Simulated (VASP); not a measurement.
# CuO: single point with LDA+U

CuO:

```
CELL_PARAMETERS angstrom
-2.34185 1.71130 0.00000
0.85003 0.00000 -5.05787
-2.34185 -5.13390 0.00000
ATOMIC_POSITIONS crystal
Cu 0.24800 0.00060 0.24330
Cu 0.74800 0.00060 0.74330
Cu 0.99800 0.50060 0.49330
Cu 0.49800 0.50060 0.99330
O 0.70720 0.75060 0.28410
O 0.20720 0.75060 0.78410
O 0.78880 0.25060 0.20250
O 0.30482 0.24579 0.75612
```

```json
{"Program": "VASP 6.6.1", "Task": "single point", "Functional": "LDA", "Potentials or basis": "VASP PAW LDA potentials, release 64 (Cu, O)", "Cutoff": "520 eV", "k mesh": "9 × 5 × 5", "Occupations": "fermi-dirac, width 0.05 eV", "Spin": "no spin polarisation", "Hubbard terms": "Cu d U = 4.5 eV"}
```

* Pressure: -9.3 GPa
* Largest force: 2.242 eV/Å
* Band gap on the k mesh: zero (bands 34 and 35 overlap by 0.63 eV)

Forces on the atoms (eV/Å):
```
Cu   0.014  0.109  0.000
Cu  -0.267 -0.602  0.317
Cu  -0.270 -0.180  0.219
Cu  -0.934 -1.170 -1.234
O    0.164  0.473 -0.171
O    0.155  0.586  0.211
O   -0.343 -0.771  0.015
O    1.482  1.555  0.642
```

Stress tensor (GPa, compression positive):
```
-10.81   1.31   2.78
  1.31  -6.20   1.81
  2.78   1.81 -10.96
```

Levels at points of the mesh, in eV from the Fermi level:
```tsv
k point	band 30	band 31	band 32	band 33	band 34	band 35	band 36	band 37	band 38	band 39
(0.00, 0.00, 0.00)	-2.12	-1.98	-1.74	0.15	0.28	0.38	0.99	1.97	4.90	6.11
```

Eigenvalues of the final occupation matrices:
```tsv
site	spin	trace	eigenvalues
site 1 d	1	4.64	0.79 0.95 0.96 0.97 0.97
site 1 d	2	4.64	0.79 0.95 0.96 0.97 0.97
site 2 d	1	4.65	0.79 0.95 0.96 0.97 0.98
site 2 d	2	4.65	0.79 0.95 0.96 0.97 0.98
site 3 d	1	4.66	0.82 0.94 0.96 0.96 0.97
site 3 d	2	4.66	0.82 0.94 0.96 0.96 0.97
site 4 d	1	4.64	0.78 0.95 0.96 0.97 0.98
site 4 d	2	4.64	0.78 0.95 0.96 0.97 0.98
```

It took 12 min on 1 thread of Oxide Virtual Turin-like Processor, on a shared host, peak memory 0.33 GiB.

Caveat: the cell stands under tension; U without spin polarisation on a metal has little footing; forces of over 1 eV/Å act on the atoms, so gaps and moduli don't describe the material at rest.
